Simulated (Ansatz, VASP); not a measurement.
## One calculation of TePt2, two programs

```
CELL_PARAMETERS angstrom
3.98384 0.00000 0.00000
0.00000 4.02020 0.00000
0.00000 0.00000 9.24055
ATOMIC_POSITIONS crystal
Te 0.25000 0.00000 0.69921
Te 0.75000 0.00000 0.30079
Pt 0.75000 0.00000 0.89232
Pt 0.25000 0.50000 0.87844
Pt 0.25000 0.00000 0.10768
Pt 0.75000 0.50000 0.12156
```

Alike in both runs: functional PBE; k mesh 8 × 8 × 4; occupations gaussian, width 0.1 eV; no spin polarisation.

Ansatz relaxed the structure, and its values are those at the end. VASP's run is a single point on that final structure, the one shown.

```csv
,VASP,Ansatz
version,VASP 6.6.1,Ansatz 0.2.0
potentials or method,"VASP PAW PBE potentials, release 64 (Te, Pt), cutoff 520 eV","scalar-relativistic, plane waves, PAW"
valence electrons in the cell,52,104
```

VASP gave:

* gap on the k mesh at the Fermi level (eV): none
* pressure (GPa): -0.2
* rms of the force components (eV/Å): 0.014

Estimate Ansatz's values.

gap on the k mesh at the Fermi level (eV): none; pressure (GPa): 0.0; rms of the force components (eV/Å): 0.002.

A gap of «none» marks a metal or a gap that the smearing closes. VASP's potentials hold 52 valence electrons a cell and Ansatz's 104, so a difference there can come from the potentials and not from the codes.

Spin-orbit coupling is off throughout.
